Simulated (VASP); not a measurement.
Set up this calculation in VASP 6.6.1, as the native input.

```
Task                   : relaxation of cell and atoms
Functional             : PBE
Potentials or basis    : VASP PAW PBE potentials, release 64 (Hf_pv, H, F)
Cutoff                 : 600 eV
k mesh                 : 3 × 3 × 3
Occupations            : gaussian, width 0.15 eV
Spin                   : no spin polarisation
Dipole correction      : no
Further INCAR settings : ALGO = Normal; EDIFF = 1e-07; IBRION = 2; EDIFFG = -0.08; NSW = 36; ISIF = 3
```

The structure of HfH3F lies in POSCAR:

```
HfH3F
1.0
    3.5636015400      0.0000000000      0.0000000000
    0.0000000000      3.5636015400      0.0000000000
    0.0000000000      0.0000000000      3.5636015400
Hf H F
1 3 1
Direct
    0.5000000000      0.5000000000      0.5000000000
    0.5000000000      0.5000000000      0.0000000000
    0.0000000000      0.5000000000      0.5000000000
    0.5000000000      0.0000000000      0.5000000000
    0.0000000000      0.0000000000      0.0000000000
```

The cell was built from a structure type or drawn by symmetry, and may not be a known phase.

These files were run (other wordings do the same):

INCAR

```
SYSTEM = HfH3F
ALGO     = Normal         ! electronic algorithm
EDIFF    = 1E-7           ! SCF threshold, eV
EDIFFG   = -0.08          ! ionic threshold
ENCUT    = 600            ! plane-wave cutoff, eV
GGA      = PE             ! functional
GGA_COMPAT= .False.      
IBRION   = 2              ! ionic algorithm
ISIF     = 3              ! what is computed and relaxed
ISMEAR   = 0              ! smearing method
LASPH    = .True.         ! aspherical terms in the spheres
LCHARG   = .False.        ! write CHGCAR
LREAL    = .False.        ! projectors in reciprocal space
LWAVE    = .False.        ! write WAVECAR
NELM     = 120            ! most SCF steps
NELMIN   = 4            
NSW      = 36             ! ionic steps
PREC     = Accurate       ! precision mode
SIGMA    = 0.15           ! smearing width, eV
```

KPOINTS

```
k-points
0
Gamma
  3 3 3
  0 0 0
```

Potentials or basis: VASP PAW PBE potentials, release 64 (Hf_pv, H, F).

Launch:

```sh
$ cat potpaw_PBE.64/Hf_pv/POTCAR potpaw_PBE.64/H/POTCAR potpaw_PBE.64/F/POTCAR > POTCAR
$ mpirun -np 1 vasp_std > vasp.out
```

Results of the run:

```
Relaxed volume                        : 10.38 Å³/atom
Relaxed cell                          : a = 3.730 Å, b = 3.730 Å, c = 3.730 Å, α = 90.00°, β = 90.00°, γ = 90.00°
Space group after relaxing (to 0.1 Å) : Pm-3m (No. 221)
Energy gained by relaxing             : 54.8 meV/atom
Ionic steps                           : 3
Pressure after relaxing               : -0.1 GPa
Band gap on the k mesh                : 2.91 eV
```

Caveat: the k points lie up to 0.56 Å⁻¹ apart in the final cell; spin-orbit coupling is left out, which moves the levels of the heavy elements; an odd mesh through Γ misses points on the zone boundary, where band edges can lie.

It took 11 s on 1 thread of AMD EPYC 9R45 (Zen 5), with other jobs on the host, peak memory 0.12 GiB.
